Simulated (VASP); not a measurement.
# SbMo (wurtzite type) (P6_3/mmc) in VASP: notebook

Runs on SbMo (wurtzite type). Level: PBE. Tasks: single point.

Program: VASP 6.6.1. These are calculated values, not measurements. Logs are shortened: lines on timing, memory, paths and dates and some standing lists are left out, and cuts for length are marked.

## (1) The cell of the first run

It takes space group P6_3/mmc (No. 194, hexagonal). The conventional cell has a = 4.644 Å, b = 4.644 Å, c = 5.454 Å, α = 90.00°, β = 90.00°, γ = 120.00°. Mo (site symmetry -6m2) has 5 Sb at 2.68 to 2.73 Å within 3.5 Å. Sb (site symmetry -6m2) has 5 Mo at 2.68 to 2.73 Å within 3.5 Å.

## (2) Single point, PBE

INCAR reads:

```
PREC = Accurate
ENCUT = 520
EDIFF = 1E-7
ISMEAR = -1
SIGMA = 0.05
LREAL = False
LASPH = True
NELM = 100
ALGO = Normal
ISIF = 2
LWAVE = False
LCHARG = True
GGA = PE
LELF = True
LVHAR = True
NBANDS = 27
```

KPOINTS reads:

```
Automatic mesh
0
Gamma
  9 9 5
```

POSCAR reads:

```
SbMo
1.0
    4.6437666217      0.0000000000      0.0000000000
   -2.3218833109      4.0216198636      0.0000000000
    0.0000000000      0.0000000000      5.4541150899
Mo Sb
2 2
Direct
    0.3333333333      0.6666666667     -0.0619932741
    0.6666666667      0.3333333333      0.4380067259
    0.3333333333      0.6666666667      0.4379932741
    0.6666666667      0.3333333333      0.9379932741
```

Potentials or basis: VASP PAW PBE potentials, release 64 (Mo_sv, Sb).

Launch:

```
cat potpaw_PBE.64/Mo_sv/POTCAR potpaw_PBE.64/Sb/POTCAR > POTCAR
mpirun -np 1 vasp_std > vasp.out
```

OUTCAR:

```text
PREC = Accurate
   ENCUT = 520
   EDIFF = 1E-7
   ISMEAR = -1
   LREAL = False
   LASPH = True
   NELM = 100
   ISIF = 2
   GGA = PE

 ion  position               nearest neighbor table
   1  0.333  0.667  0.938-   4 2.68   4 2.68   4 2.68   3 2.73   3 2.73
   2  0.667  0.333  0.438-   3 2.68   3 2.68   3 2.68   4 2.73   4 2.73
   3  0.333  0.667  0.438-   2 2.68   2 2.68   2 2.68   1 2.73   1 2.73
   4  0.667  0.333  0.938-   1 2.68   1 2.68   1 2.68   2 2.73   2 2.73

  LATTYP: Found a hexagonal cell.
 ALAT       =     4.6437666217
 C/A-ratio  =     1.1745024103

  Lattice vectors:

 A1 = (   4.6437666217,   0.0000000000,   0.0000000000)
 A2 = (  -2.3218833109,   4.0216198636,   0.0000000000)
 A3 = (   0.0000000000,   0.0000000000,   5.4541150899)

Analysis of symmetry for initial positions (statically):
=====================================================================
 Subroutine PRICEL returns:
 Original cell was already a primitive cell.

 Routine SETGRP: Setting up the symmetry group for a
 hexagonal supercell.

 Subroutine GETGRP returns: Found 12 space group operations
 (whereof  6 operations were pure point group operations)
 out of a pool of 24 trial point group operations.

The static configuration has the point symmetry C_3v.
 The point group associated with its full space group is C_6v.

Analysis of symmetry for dynamics (positions and initial velocities):
=====================================================================
 Subroutine PRICEL returns:
 Original cell was already a primitive cell.

 Routine SETGRP: Setting up the symmetry group for a
 hexagonal supercell.

 Subroutine GETGRP returns: Found 12 space group operations
 (whereof  6 operations were pure point group operations)
 out of a pool of 24 trial point group operations.

The dynamic configuration has the point symmetry C_3v.
 The point group associated with its full space group is C_6v.

 Subroutine INISYM returns: Found 12 space group operations
 (whereof  6 operations are pure point group operations),
 and found     1 'primitive' translations

----------------------------------------------------------------------------------------

                                     Primitive cell

  volume of cell :     101.8581

[... 87 lines left out ...]
   LNONCOLLINEAR =      F non collinear calculations
   LSORBIT =      F    spin-orbit coupling
   LASPH  =      T    aspherical Exc in radial PAW
   ENCUT  =  520.0 eV  38.22 Ry    6.18 a.u.   8.63  8.63 10.14*2*pi/ulx,y,z
   NELM   =    100;   NELMIN=  2; NELMDL= -5     # of ELM steps
   EDIFF  = 0.1E-06   stopping-criterion for ELM
   LREAL  =      F    real-space projection
   EDIFFG = 0.1E-05   stopping-criterion for IOM
   NSW    =      0    number of steps for IOM
   IBRION =     -1    ionic relax: 0-MD 1-quasi-New 2-CG
   NFREE  =      0    steps in history (QN), initial steepest desc. (CG)
   ISIF   =      2    stress and relaxation
   ISYM   =      2    0-nonsym 1-usesym 2-fastsym
   POTIM  = 0.5000    time-step for ionic-motion
   TEBEG  =    0.0;   TEEND  =   0.0 temperature during run
   PSTRESS=    0.0 pullay stress
   NELECT =      38.0000    total number of electrons
   NUPDOWN=      -1.0000    fix difference up-down
   EMIN   =  10.00;   EMAX   =-10.00  energy-range for DOS
   EFERMI =   0.00;   METHOD = LEGACY
   ISMEAR =    -1;   SIGMA  =   0.05  broadening in eV -4-tet -1-fermi 0-gaus
   EFERMI_NEDOS =   21; number of points for ismear=-14 and -15
   IALGO  =     38    algorithm
   IMIX   =      4    mixing-type and parameters
     AMIX     =   0.40;   BMIX     =  1.00
     AMIX_MAG =   1.60;   BMIX_MAG =  1.00
  volume/ion in A,a.u.               =      25.46       171.84
  Fermi-wavevector in a.u.,A,eV,Ry     =   1.178521  2.227082 18.897304  1.388913
  Thomas-Fermi vector in A             =   2.314849
   LORBIT       =      0    0 simple, 1 ext, 2 COOP (PROOUT), +10 PAW based schemes
   GGA     = PE    functional components
   LHFCALC =     F    Hartree Fock is set to
   AEXX    =    0.0000 exact exchange contribution
   IVDW    =     0    specifies the selected vdW correction
   LEPSILON=     F    determine dielectric tensor
   LRPA    =     F    only Hartree local field effects (RPA)
 non-spin polarized calculation
  energy-cutoff  :      520.00
  volume of cell :      101.86
 maximum number of plane-waves:      2761
 NGX is ok and might be reduce to    36
   NGX = 17   NGY = 17   NGZ = 21

 number of electron      38.0000003 magnetization

 Free energy of the ion-electron system (eV)
  ---------------------------------------------------
  ext. energy  EPLUGINS =         0.00000000
  ---------------------------------------------------
  free energy    TOTEN  =       -26.59037857 eV

  energy without entropy =      -26.52496605  energy(sigma->0) =      -26.55767231

 E-fermi :   7.6141     XC(G=0): -10.2112

 val. band max:        7.6074018191   @ k =   0.0000   0.0000   0.4000
 cond. band min:       7.6230328997   @ k =   0.0000   0.0000   0.0000
 fundamental gap:      0.0156310807
 Fermi energy:         7.6140607349

 k-point     1 :       0.0000    0.0000    0.0000
  band No.  band energies     occupation
      1     -53.2550      2.00000
      2     -53.2495      2.00000
      3     -27.6202      2.00000
      4     -27.5705      2.00000
      5     -27.3172      2.00000
      6     -27.3172      2.00000
[... 709 lines left out ...]
     26      10.7064      0.00000
     27      14.3696      0.00000

 [... further k-points ...]

------------------------ aborting loop because EDIFF is reached ----------------------------------------

  FORCE on cell =-STRESS in cart. coord.  units (eV):
  Direction    XX          YY          ZZ          XY          YZ          ZX
  --------------------------------------------------------------------------------------
  -------------------------------------------------------------------------------------
  Total       -0.0331310     -0.0331310     -0.0738618      0.0000000     -0.0000000      0.0000000
  in kB       -0.5211347     -0.5211347     -1.1618089      0.0000000     -0.0000000      0.0000000
  external PRESSURE =      -0.7346928 kB  Pullay stress =       0.0000000 kB

 VOLUME and BASIS-vectors are now :
 -----------------------------------------------------------------------------
  energy-cutoff  :      520.00
  volume of cell :      101.86
      direct lattice vectors                 reciprocal lattice vectors
     4.643766622  0.000000000  0.000000000     0.215342432  0.124328011  0.000000000
    -2.321883311  4.021619864  0.000000000     0.000000000  0.248656023  0.000000000
     0.000000000  0.000000000  5.454115090     0.000000000  0.000000000  0.183347800

 POSITION                                       TOTAL-FORCE (eV/Angst)
 -----------------------------------------------------------------------------------
     -0.00000      2.68108      5.11600         0.000000      0.000000     -0.000776
      2.32188      1.34054      2.38894        -0.000000      0.000000     -0.000776
     -0.00000      2.68108      2.38887         0.000000      0.000000      0.000776
      2.32188      1.34054      5.11592        -0.000000     -0.000000      0.000776
 -----------------------------------------------------------------------------------
    total drift:                               -0.000000      0.000000     -0.000348

  FREE ENERGIE OF THE ION-ELECTRON SYSTEM (eV)
  ---------------------------------------------------
  free  energy   TOTEN  =       -26.5903785700 eV

  energy  without entropy=      -26.5249660516  energy(sigma->0) =      -26.55767231
```

OSZICAR:

```text
N       E                     dE             d eps       ncg     rms          rms(c)
DAV:   1     0.328581801147E+03    0.32858E+03   -0.20889E+04  2240   0.128E+03
DAV:   2    -0.153114251561E+02   -0.34389E+03   -0.33664E+03  2398   0.348E+02
DAV:   3    -0.272022626154E+02   -0.11891E+02   -0.11540E+02  2357   0.613E+01
DAV:   4    -0.274308581371E+02   -0.22860E+00   -0.22675E+00  2465   0.909E+00
DAV:   5    -0.274341597008E+02   -0.33016E-02   -0.32986E-02  2346   0.994E-01    0.136E+01
DAV:   6    -0.267307591551E+02    0.70340E+00   -0.50401E+00  2103   0.124E+01    0.395E+00
DAV:   7    -0.266169840574E+02    0.11378E+00   -0.67707E-01  2059   0.482E+00    0.376E+00
DAV:   8    -0.265902231881E+02    0.26761E-01   -0.64721E-02  2119   0.171E+00    0.257E-01
DAV:   9    -0.265901752045E+02    0.47984E-04   -0.34660E-03  2558   0.311E-01    0.155E-01
DAV:  10    -0.265903253274E+02   -0.15012E-03   -0.46885E-04  2070   0.123E-01    0.388E-02
DAV:  11    -0.265903692645E+02   -0.43937E-04   -0.79627E-05  2272   0.533E-02    0.248E-02
DAV:  12    -0.265903780236E+02   -0.87590E-05   -0.21631E-05  2125   0.256E-02    0.452E-03
DAV:  13    -0.265903781963E+02   -0.17276E-06   -0.22247E-06  2328   0.814E-03    0.298E-03
DAV:  14    -0.265903785447E+02   -0.34841E-06   -0.14814E-07  1663   0.191E-03    0.525E-04
DAV:  15    -0.265903785700E+02   -0.25204E-07   -0.28136E-08  1122   0.107E-03
   1 F= -.26590379E+02 E0= -.26557672E+02  d E =-.654125E-01
```

Run time: 39 s. Hardware: 1 thread of Intel Xeon 6975P-C (Granite Rapids), shared host; peak memory 0.26 GiB.

What came out:

| Item | Value |
| --- | --- |
| Free energy | -26.5904 eV |
| Pressure | -0.1 GPa |
| Band gap on the k mesh | zero (band 19 reaches 7.89 eV, above the bottom of band 20 at 7.37 eV) |

Caveat: spin-orbit coupling is left out, which moves the levels of the heavy elements.

## (3) Single point, PBE

INCAR reads:

```
SYSTEM = SbMo
  PREC = Accurate
  ENCUT = 520
  EDIFF = 1E-7
  ISMEAR = -1
  SIGMA = 0.05
  LREAL = .FALSE.
  LASPH = .TRUE.
  NELM = 100
  ALGO = Normal
  ISIF = 2
  LWAVE = .FALSE.
  LCHARG = .FALSE.
  GGA = PE
  NBANDS = 27
```

KPOINTS reads:

```
regular mesh
0
G
  9 9 5
  0 0 0
```

POSCAR is that of step 2.

Potentials or basis: VASP PAW PBE potentials, release 64 (Mo_sv, Sb).

Launch:

```
cat potpaw_PBE.64/Mo_sv/POTCAR potpaw_PBE.64/Sb/POTCAR > POTCAR
mpirun -np 1 vasp_std > vasp.out
```

Run time: 40 s. Hardware: 1 thread of Intel Xeon 6975P-C (Granite Rapids), shared host; peak memory 0.27 GiB.

The run converged. Its results:

* Free energy: -26.5904 eV
* Pressure: -0.1 GPa
* Band gap on the k mesh: zero (band 19 reaches 7.89 eV, above the bottom of band 20 at 7.37 eV)

Levels at points of the mesh, in eV from the Fermi level:
```tsv
k point	band 15	band 16	band 17	band 18	band 19	band 20	band 21	band 22	band 23	band 24
(0.00, 0.00, 0.00)	-3.03	-1.49	-1.49	-0.89	0.01	0.01	1.11	1.62	2.67	2.67
```

Caveat: spin-orbit coupling is left out, which moves the levels of the heavy elements.
